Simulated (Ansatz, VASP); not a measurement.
**Two plane-wave programs on Li2S**

```
Li S
1.0
     0.00000    2.84450    2.84450
     2.84450    0.00000    2.84450
     2.84450    2.84450    0.00000
Li S
2 1
Cartesian
  1.4223 1.4223 1.4223
  4.2668 4.2668 4.2668
  0.0000 0.0000 0.0000
```

Alike in both runs: task single point; functional PBE; k mesh 2 × 2 × 2; no spin polarisation.

|  | VASP | Ansatz |
| --- | --- | --- |
| version | VASP 6.6.1 | Ansatz 0.2.0 |
| potentials or method | VASP PAW PBE potentials, release 64 (Li_sv, S) | plane waves, PAW |
| plane-wave cutoff (eV) | 750 | 420 |
| occupations | gaussian, width 0.01 eV | fixed |
| valence electrons in the cell | 12 | 12 |

```tsv
	VASP	Ansatz	Ansatz less VASP
pressure (GPa)	3.0	3.1	+0.11
```

The k mesh is coarse, so the values compare programs but aren't converged.
